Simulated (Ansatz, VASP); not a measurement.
BeZn3Se4 in VASP and in Ansatz

```
Be Zn Se
1.0
     3.94479    0.00000    0.00000
     0.00000    7.90548    0.00000
     0.00000    0.00000    5.60898
Be Zn Se
1 3 4
Direct
  0.00000 0.50000 0.00480
  0.00000 0.00000 0.99829
  0.50000 0.73760 0.50038
  0.50000 0.26240 0.50038
  0.00000 0.26672 0.23584
  0.00000 0.73328 0.23584
  0.50000 0.00000 0.73726
  0.50000 0.50000 0.78721
```

Alike in both runs: functional PBE; k mesh 8 × 4 × 6; occupations gaussian, width 0.02 eV; no spin polarisation.

Ansatz relaxed the structure, and its values are those at the end. VASP's run is a single point on that final structure, the one shown.

```csv
,VASP,Ansatz
version,VASP 6.6.1,Ansatz 0.2.0
potentials or method,"VASP PAW PBE potentials, release 64 (Be, Zn, Se), cutoff 520 eV","scalar-relativistic, plane waves, PAW"
valence electrons in the cell,62,102
```

```tsv
	VASP	Ansatz	Ansatz less VASP
gap on the k mesh at the Fermi level (eV)	1.65	1.65	-0.002
least direct gap on the mesh (eV)	1.65	1.65	-0.002
pressure (GPa)	0.2	0.0	-0.20
rms of the force components (eV/Å)	0.005	0.003	-0.0019
```

VASP's potentials hold 62 valence electrons a cell and Ansatz's 102, so a difference there can come from the potentials and not from the codes.
